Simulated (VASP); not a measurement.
Input of a VASP 6.6.1 run:

INCAR

```
  PREC = Accurate
  ENCUT = 520
  EDIFF = 1E-6
  ISMEAR = 0
  SIGMA = 0.05
  LREAL = F
  LASPH = T
  NELM = 100
  ALGO = Normal
  ISIF = 2
  LWAVE = F
  LCHARG = T
  GGA = PS
  LELF = T
  LVHAR = T
  NBANDS = 11
```

KPOINTS

```
regular mesh
0
Gamma
  12 12 12
```

The input POSCAR:

```
SiC
1.0
    0.0000000000      2.2000616716      2.2000616716
    2.2000616716      0.0000000000      2.2000616716
    2.1144059372      2.1144059372      0.0856557344
Si C
1 1
Direct
    0.0000000000      0.0000000000      0.0000000000
    0.7500000000      0.7500000000      0.7500000000
```

Potentials or basis: VASP PAW PBE potentials, release 64 (Si, C).

The run is started by

```console
$ cat potpaw_PBE.64/Si/POTCAR potpaw_PBE.64/C/POTCAR > POTCAR
$ mpirun -np 1 vasp_std > vasp.out
```

Task: Predict the band gap on the k mesh.

Result: 0.94 eV, indirect (least direct gap 4.05 eV).

Task: Predict the largest force.

Result: 0.925 eV/Å.

Task: Estimate the pressure.

Result: 8.8 GPa.

Forces on the atoms (eV/Å):
```
Si  -0.534 -0.534  0.534
C    0.534  0.534 -0.534
```

Caveat: the PAW data sets were made with another functional, which shifts forces and pressure a little. Expect the measured gap to be larger: semilocal functionals such as PBEsol lack the derivative discontinuity.
